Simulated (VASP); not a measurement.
Wanted: the native input for a VASP 6.6.1 run.

```
Task                   : single point
Functional             : b88 exchange, pbe correlation
Potentials or basis    : VASP PAW PBE potentials, release 64 (Na_pv)
Cutoff                 : 500 eV
k mesh                 : 9 × 9 × 9
Occupations            : fermi-dirac, width 0.05 eV
Spin                   : collinear spin
Starting moments       : [0.5] μB
Dipole correction      : no
Further INCAR settings : ALGO = Normal; EDIFF = 1e-06; NBANDS = 14
```

The structure of Na lies in POSCAR:

```
Na
1.0
   -2.1829910528      2.1829910528      2.1829910528
    2.1829910528     -2.1829910528      2.1829910528
    2.1829910528      2.1829910528     -2.1829910528
Na
1
Direct
    0.0000000000      0.0000000000      0.0000000000
```

These files were run (other wordings do the same):

INCAR

```
SYSTEM = Na
PREC = Accurate
ENCUT = 500
EDIFF = 1E-6
ISMEAR = -1
SIGMA = 0.05
LREAL = .False.
LASPH = .True.
NELM = 200
ALGO = Normal
ISIF = 2
LWAVE = .False.
LCHARG = .False.
ISPIN = 2
MAGMOM = 0.5
LORBIT = 11
GGA = LIBXC
LIBXC1 = GGA_X_B88
LIBXC2 = GGA_C_PBE
NBANDS = 14
GGA_COMPAT = .False.
```

KPOINTS

```
Automatic mesh
0
Gamma
  9 9 9
  0 0 0
```

Potentials or basis: VASP PAW PBE potentials, release 64 (Na_pv).

Command:

```sh
$ cat potpaw_PBE.64/Na_pv/POTCAR > POTCAR
$ mpirun -np 1 vasp_std > vasp.out
```

It gave:

```json
{
  "Pressure": "-0.5 GPa",
  "Net moment": "0.00 μB per cell",
  "Valence electrons inside the program's atomic spheres": "Na 6.05"
}
```

Caveat: the PAW data sets were made with another functional, which shifts forces and pressure a little.

It took 18 s on 1 thread of Intel(R) Xeon(R) 6975P-C (Granite Rapids), with other jobs on the host, peak memory 0.17 GiB.
